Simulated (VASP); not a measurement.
# Mo (Im-3m) in VASP: notebook, part 2 of 2

VASP 6.6.1.

## Step 4: Single point, r2SCAN (16.57 Å³/atom)

This run uses another cell than the first one, of 16.57 Å³/atom.

POSCAR

```
Mo
1.0
   -1.6061308038      1.6061308038      1.6061308038
    1.6061308038     -1.6061308038      1.6061308038
    1.6061308038      1.6061308038     -1.6061308038
Mo
1
Direct
    0.0000000000      0.0000000000      0.0000000000
```

INCAR.step1

```
SYSTEM = Mo
ALGO = Normal ; EDIFF = 1E-4
ENCUT = 520 ; GGA = PE
ISMEAR = 0 ; LASPH = .TRUE.
LCHARG = .FALSE. ; LREAL = .FALSE.
LWAVE = .TRUE. ; NBANDS = 13
NELM = 80 ; PREC = Accurate
SIGMA = 0.1
```

INCAR.step2

```
SYSTEM = Mo
ALGO = Normal ; EDIFF = 1E-6
ENCUT = 520 ; ISIF = 2
ISMEAR = 0 ; ISTART = 1
LASPH = .TRUE. ; LCHARG = .FALSE.
LMIXTAU = .TRUE. ; LREAL = .FALSE.
LWAVE = .FALSE. ; METAGGA = R2SCAN
NBANDS = 13 ; NELM = 80
PREC = Accurate ; SIGMA = 0.1
```

KPOINTS

```
k-points
0
G
  18 18 18
  0 0 0
```

Potentials or basis: VASP PAW PBE potentials, release 64 (Mo_sv).

Run with:

```
> cat potpaw_PBE.64/Mo_sv/POTCAR > POTCAR
> cp INCAR.step1 INCAR
> mpirun -np 1 vasp_std > vasp.out
> cp INCAR.step2 INCAR
> mpirun -np 1 vasp_std > vasp.out
```

OUTCAR:

```text
SYSTEM = Mo
   EDIFF = 1E-6
   ENCUT = 520
   ISIF = 2
   ISMEAR = 0
   ISTART = 1
   LASPH = .TRUE.
   LREAL = .FALSE.
   METAGGA = R2SCAN
   NELM = 80
   PREC = Accurate

 ion  position               nearest neighbor table
   1  0.000  0.000  0.000-

  LATTYP: Found a body centered cubic cell.
 ALAT       =     3.2122616076

  Lattice vectors:

 A1 = (  -1.6061308038,   1.6061308038,   1.6061308038)
 A2 = (   1.6061308038,  -1.6061308038,   1.6061308038)
 A3 = (   1.6061308038,   1.6061308038,  -1.6061308038)

Analysis of symmetry for initial positions (statically):
=====================================================================
 Subroutine PRICEL returns:
 Original cell was already a primitive cell.

 Routine SETGRP: Setting up the symmetry group for a
 body centered cubic supercell.

 Subroutine GETGRP returns: Found 48 space group operations
 (whereof 48 operations were pure point group operations)
 out of a pool of 48 trial point group operations.

The static configuration has the point symmetry O_h .

Analysis of symmetry for dynamics (positions and initial velocities):
=====================================================================
 Subroutine PRICEL returns:
 Original cell was already a primitive cell.

 Routine SETGRP: Setting up the symmetry group for a
 body centered cubic supercell.

 Subroutine GETGRP returns: Found 48 space group operations
 (whereof 48 operations were pure point group operations)
 out of a pool of 48 trial point group operations.

The dynamic configuration has the point symmetry O_h .

 Subroutine INISYM returns: Found 48 space group operations
 (whereof 48 operations are pure point group operations),
 and found     1 'primitive' translations

----------------------------------------------------------------------------------------

                                     Primitive cell

  volume of cell :      16.5731

  direct lattice vectors                    reciprocal lattice vectors
    -1.606130804  1.606130804  1.606130804     0.000000000  0.311307148  0.311307148
     1.606130804 -1.606130804  1.606130804     0.311307148  0.000000000  0.311307148
     1.606130804  1.606130804 -1.606130804     0.311307148  0.311307148  0.000000000

  length of vectors
     2.781900156  2.781900156  2.781900156     0.440254791  0.440254791  0.440254791

  position of ions in fractional coordinates (direct lattice)
     0.000000000  0.000000000  0.000000000

  ion indices of the primitive-cell ions
   primitive index   ion index
                 1           1

----------------------------------------------------------------------------------------

 KPOINTS: k-points

Automatic generation of k-mesh.
 Grid dimensions read from file:
 generate k-points for:   18   18   18

 Generating k-lattice:

  Cartesian coordinates                     Fractional coordinates (reciprocal lattice)
     0.000000000  0.017294842  0.017294842     0.055555556  0.000000000  0.000000000
     0.017294842  0.000000000  0.017294842     0.000000000  0.055555556  0.000000000
     0.017294842  0.017294842  0.000000000     0.000000000  0.000000000  0.055555556

  Length of vectors
     0.024458599  0.024458599  0.024458599

  Shift w.r.t. Gamma in fractional coordinates (k-lattice)
     0.000000000  0.000000000  0.000000000

 Subroutine IBZKPT returns following result:
 ===========================================

 Found    195 irreducible k-points:

 Following reciprocal coordinates:
            Coordinates               Weight
  0.000000  0.000000  0.000000      1.000000
  0.055556  0.000000  0.000000     12.000000
  0.111111  0.000000  0.000000     12.000000
  0.166667  0.000000  0.000000     12.000000
  0.222222  0.000000  0.000000     12.000000
  0.277778  0.000000  0.000000     12.000000
[... 16 lines left out ...]
  0.333333  0.111111  0.000000     48.000000
  0.388889  0.111111 -0.000000     48.000000
 [... further k-points ...]
   k-points           NKPTS =    195   k-points in BZ     NKDIM =    195   number of bands    NBANDS=     13
   number of dos      NEDOS =    301   number of ions     NIONS =      1
   total plane-waves  NPLWV =  13824
   dimension x,y,z NGX =    24 NGY =   24 NGZ =   24
   dimension x,y,z NGXF=    48 NGYF=   48 NGZF=   48
   ions per type =               1
   NGX,Y,Z   is equivalent  to a cutoff of  14.34, 14.34, 14.34 a.u.
   NGXF,Y,Z  is equivalent  to a cutoff of  28.68, 28.68, 28.68 a.u.
 SYSTEM =  Mo
   PREC   = accura    normal or accurate (medium, high low for compatibility)
   ISTART =      1    job   : 0-new  1-cont  2-samecut
   ICHARG =      0    charge: 1-file 2-atom 10-const
   ISPIN  =      1    spin polarized calculation?
   LNONCOLLINEAR =      F non collinear calculations
   LSORBIT =      F    spin-orbit coupling
   LASPH  =      T    aspherical Exc in radial PAW
   ENCUT  =  520.0 eV  38.22 Ry    6.18 a.u.   5.17  5.17  5.17*2*pi/ulx,y,z
   NELM   =     80;   NELMIN=  2; NELMDL=  0     # of ELM steps
   EDIFF  = 0.1E-05   stopping-criterion for ELM
   LREAL  =      F    real-space projection
   EDIFFG = 0.1E-04   stopping-criterion for IOM
   NSW    =      0    number of steps for IOM
   IBRION =     -1    ionic relax: 0-MD 1-quasi-New 2-CG
   NFREE  =      0    steps in history (QN), initial steepest desc. (CG)
   ISIF   =      2    stress and relaxation
   ISYM   =      2    0-nonsym 1-usesym 2-fastsym
   POTIM  = 0.5000    time-step for ionic-motion
   TEBEG  =    0.0;   TEEND  =   0.0 temperature during run
   PSTRESS=    0.0 pullay stress
   NELECT =      14.0000    total number of electrons
   NUPDOWN=      -1.0000    fix difference up-down
   EMIN   =  10.00;   EMAX   =-10.00  energy-range for DOS
   EFERMI =   0.00;   METHOD = LEGACY
   ISMEAR =     0;   SIGMA  =   0.10  broadening in eV -4-tet -1-fermi 0-gaus
   EFERMI_NEDOS =   21; number of points for ismear=-14 and -15
   IALGO  =     38    algorithm
   IMIX   =      4    mixing-type and parameters
     AMIX     =   0.40;   BMIX     =  1.00
     AMIX_MAG =   1.60;   BMIX_MAG =  1.00
  volume/ion in A,a.u.               =      16.57       111.84
  Fermi-wavevector in a.u.,A,eV,Ry     =   1.547569  2.924481 32.585529  2.394969
  Thomas-Fermi vector in A             =   2.652643
   LORBIT       =      0    0 simple, 1 ext, 2 COOP (PROOUT), +10 PAW based schemes
   METAGGA = R2SCAN    functional components
   LHFCALC =     F    Hartree Fock is set to
   AEXX    =    0.0000 exact exchange contribution
   IVDW    =     0    specifies the selected vdW correction
   LEPSILON=     F    determine dielectric tensor
   LRPA    =     F    only Hartree local field effects (RPA)
 non-spin polarized calculation
 Gauss-broadening in eV      SIGMA  =   0.10
  energy-cutoff  :      520.00
  volume of cell :       16.57
 maximum number of plane-waves:       468
 NGX is ok and might be reduce to    24
   NGX = 11   NGY = 11   NGZ = 11

 number of electron      13.9999999 magnetization

 Free energy of the ion-electron system (eV)
  ---------------------------------------------------
  ext. energy  EPLUGINS =         0.00000000
  ---------------------------------------------------
  free energy    TOTEN  =       -26.04020987 eV

  energy without entropy =      -26.03742022  energy(sigma->0) =      -26.03881504

 E-fermi :  11.6244     XC(G=0): -14.2691

 val. band max:       11.5862500560   @ k =  -0.3333   0.3333   0.2222
 cond. band min:      11.6324925238   @ k =  -0.3889   0.4444   0.2778
 fundamental gap:      0.0462424677
 Fermi energy:        11.6244074109

 k-point     1 :       0.0000    0.0000    0.0000
  band No.  band energies     occupation
      1     -51.6006      2.00000
      2     -24.2028      2.00000
      3     -24.2028      2.00000
      4     -24.2028      2.00000
      5       4.1612      2.00000
      6      10.3094      2.00000
      7      10.3094      2.00000
      8      10.3094      2.00000
      9      13.4370      0.00000
     10      13.4370      0.00000
     11      27.0288      0.00000
     12      27.0288      0.00000
     13      27.0288      0.00000
[... 353 lines left out ...]
 k-point    24 :       0.3889    0.1111   -0.0000
  band No.  band energies     occupation
      1     -51.3692      2.00000
      2     -25.3773      2.00000
      3     -24.6374      2.00000
      4     -24.2652      2.00000
      5       6.7821      2.00000
      6       8.4621      2.00000
      7      11.5168      1.87180
      8      13.2505      0.00000
      9      14.3340      0.00000
     10      16.7878      0.00000
     11      23.1330      0.00000
     12      24.7357      0.00000
     13      28.7166      0.00000

 [... further k-points ...]

------------------------ aborting loop because EDIFF is reached ----------------------------------------

  FORCE on cell =-STRESS in cart. coord.  units (eV):
  Direction    XX          YY          ZZ          XY          YZ          ZX
  --------------------------------------------------------------------------------------
  -------------------------------------------------------------------------------------
  Total       -1.3578855     -1.3578855     -1.3578855     -0.0000000     -0.0000000      0.0000000
  in kB     -131.2716681   -131.2716681   -131.2716681     -0.0000000     -0.0000000      0.0000000
  external PRESSURE =    -131.2716681 kB  Pullay stress =       0.0000000 kB

 VOLUME and BASIS-vectors are now :
 -----------------------------------------------------------------------------
  energy-cutoff  :      520.00
  volume of cell :       16.57
      direct lattice vectors                 reciprocal lattice vectors
    -1.606130804  1.606130804  1.606130804     0.000000000  0.311307148  0.311307148
     1.606130804 -1.606130804  1.606130804     0.311307148  0.000000000  0.311307148
     1.606130804  1.606130804 -1.606130804     0.311307148  0.311307148  0.000000000

 POSITION                                       TOTAL-FORCE (eV/Angst)
 -----------------------------------------------------------------------------------
      0.00000      0.00000      0.00000        -0.000000      0.000000      0.000000
 -----------------------------------------------------------------------------------
    total drift:                                0.000000      0.000000      0.000000

  FREE ENERGIE OF THE ION-ELECTRON SYSTEM (eV)
  ---------------------------------------------------
  free  energy   TOTEN  =       -26.0402098676 eV

  energy  without entropy=      -26.0374202157  energy(sigma->0) =      -26.03881504
```

OUTCAR.step1:

```text
SYSTEM = Mo
   EDIFF = 1E-4
   ENCUT = 520
   GGA = PE
   ISMEAR = 0
   LASPH = .TRUE.
[... 602 lines left out ...]
 -----------------------------------------------------------------------------------
      0.00000      0.00000      0.00000         0.000000      0.000000      0.000000
 -----------------------------------------------------------------------------------
    total drift:                                0.000000      0.000000     -0.000000

  FREE ENERGIE OF THE ION-ELECTRON SYSTEM (eV)
  ---------------------------------------------------
  free  energy   TOTEN  =       -10.9081970114 eV

  energy  without entropy=      -10.9050259197  energy(sigma->0) =      -10.90661147
```

Wall time 60 s (1 thread of Intel Xeon 6975P-C (Granite Rapids), shared host); peak memory 0.17 GiB.

What came out:

```yaml
Free_energy: -26.0402 eV
Pressure: -13.1 GPa
Band_gap_on_the_k_mesh: zero (bands 7 and 8 overlap by 5.12 eV)
```

Levels at points of the mesh, in eV from the Fermi level:
| k point | band 4 | band 5 | band 6 | band 7 | band 8 | band 9 | band 10 | band 11 |
| --- | --- | --- | --- | --- | --- | --- | --- | --- |
| (0.00, 0.00, 0.00) | -35.83 | -7.46 | -1.32 | -1.32 | -1.32 | 1.81 | 1.81 | 15.40 |
| (0.50, 0.00, 0.00) | -35.84 | -5.24 | -3.31 | 1.36 | 1.76 | 2.41 | 4.52 | 11.34 |
| (0.50, 0.50, 0.50) | -36.69 | -5.18 | -5.18 | 3.81 | 3.81 | 3.81 | 9.01 | 9.01 |

Caveat: the cell stands under tension; the PAW data sets were made with another functional, which shifts forces and pressure a little.

## Step 5: Single point, r2SCAN (17.20 Å³/atom)

This run uses another cell than the first one, of 17.20 Å³/atom.

POSCAR

```
Mo
1.0
   -1.6260847795      1.6260847795      1.6260847795
    1.6260847795     -1.6260847795      1.6260847795
    1.6260847795      1.6260847795     -1.6260847795
Mo
1
Direct
    0.0000000000      0.0000000000      0.0000000000
```

INCAR.step1 is that of step 4.

INCAR.step2

```
SYSTEM = Mo
ALGO = Normal ; EDIFF = 1E-7
ENCUT = 520 ; ISIF = 2
ISMEAR = 0 ; ISTART = 1
LASPH = .TRUE. ; LCHARG = .TRUE.
LELF = .TRUE. ; LMIXTAU = .TRUE.
LREAL = .FALSE. ; LVHAR = .TRUE.
LWAVE = .FALSE. ; METAGGA = R2SCAN
NBANDS = 13 ; NELM = 80
PREC = Accurate ; SIGMA = 0.1
```

KPOINTS is that of step 4.

Run with:

```
> cat potpaw_PBE.64/Mo_sv/POTCAR > POTCAR
> cp INCAR.step1 INCAR
> mpirun -np 1 vasp_std > vasp.out
> cp INCAR.step2 INCAR
> mpirun -np 1 vasp_std > vasp.out
```

Wall time 78 s (1 thread of Intel Xeon 6975P-C (Granite Rapids), shared host); peak memory 0.17 GiB.

The run converged. Its results:

```
Free energy            : -25.9742 eV
Pressure               : -20.5 GPa
Band gap on the k mesh : zero (bands 7 and 8 overlap by 4.86 eV)
```

Levels at points of the mesh, in eV from the Fermi level:
| k point | band 3 | band 4 | band 5 | band 6 | band 7 | band 8 | band 9 | band 10 | band 11 | band 12 |
| --- | --- | --- | --- | --- | --- | --- | --- | --- | --- | --- |
| (0.00, 0.00, 0.00) | -35.90 | -35.90 | -7.32 | -1.25 | -1.25 | -1.25 | 1.75 | 1.75 | 15.34 | 15.34 |
| (0.50, 0.00, 0.00) | -36.26 | -35.91 | -5.02 | -3.14 | 1.25 | 1.68 | 2.30 | 4.28 | 10.81 | 12.31 |
| (0.50, 0.50, 0.50) | -36.68 | -36.68 | -4.91 | -4.91 | 3.61 | 3.61 | 3.61 | 8.74 | 8.74 | 8.74 |

Caveat: the cell stands under tension; the PAW data sets were made with another functional, which shifts forces and pressure a little.

## Step 6: Overview

| cell | gap on the mesh (eV) | pressure (GPa) |
| --- | --- | --- |
| a = 2.728 Å, angles 109.5°, 1 atom | none | 1.1 |
| a = 2.755 Å, angles 109.5°, 1 atom | none | -6.5 |
| a = 2.782 Å, angles 109.5°, 1 atom | none | -13.1 |
| a = 2.816 Å, angles 109.5°, 1 atom | none | -20.5 |

Alike in all rows: task single point; level r2SCAN; potentials or basis VASP PAW PBE potentials, release 64 (Mo_sv); no spin polarisation; k mesh 18 × 18 × 18; cutoff (eV) 520; smearing gaussian 0.1 eV.

Caveats: the PAW data sets were made with another functional, which shifts forces and pressure a little; the cell stands under tension (at least some runs).

Absolute energies hang on the potentials; compare differences alone.
